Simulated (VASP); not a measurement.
H2: single point with HSE06

System: H2, in a box.

```
H
1.0
    10.00000    0.00000    0.00000
     0.00000   10.00000    0.00000
     0.00000    0.00000   10.00000
H
2
Direct
  0.50000 0.50000 0.45800
  0.50000 0.50000 0.54200
```

* Program: VASP 6.6.1
* Task: single point
* Functional: HSE06
* Potentials or basis: VASP PAW PBE potentials, release 64 (H)
* Cutoff: 400 eV
* k mesh: 1 × 1 × 1
* Occupations: gaussian, width 0.02 eV
* Spin: no spin polarisation
* Dipole correction: no
* Grid for exact exchange (PRECFOCK): Normal
* Further INCAR settings: ALGO = Normal; EDIFF = 1e-06; NBANDS = 8
* Share of exact exchange: 0.25
* Screening parameter: 0.2079 1/Å

```
Largest force                   : 2.524 eV/Å
Gap between the frontier levels : 10.80 eV
```

Forces on the atoms (eV/Å):
```
H    0.000  0.000  2.524
H    0.000  0.000 -2.524
```

Levels at points of the mesh, in eV from the valence-band top:
| k point | band 1 | band 2 | band 3 | band 4 | band 5 |
| --- | --- | --- | --- | --- | --- |
| (0.00, 0.00, 0.00) | 0.00 | 10.80 | 11.36 | 11.98 | 11.98 |

It took 77 s on 1 thread of AMD EPYC 7R43 64-Core Processor (Zen 3) (shared host), peak memory 0.7 GiB.

Caveat: the PAW data sets were made with another functional, which shifts forces and pressure a little.
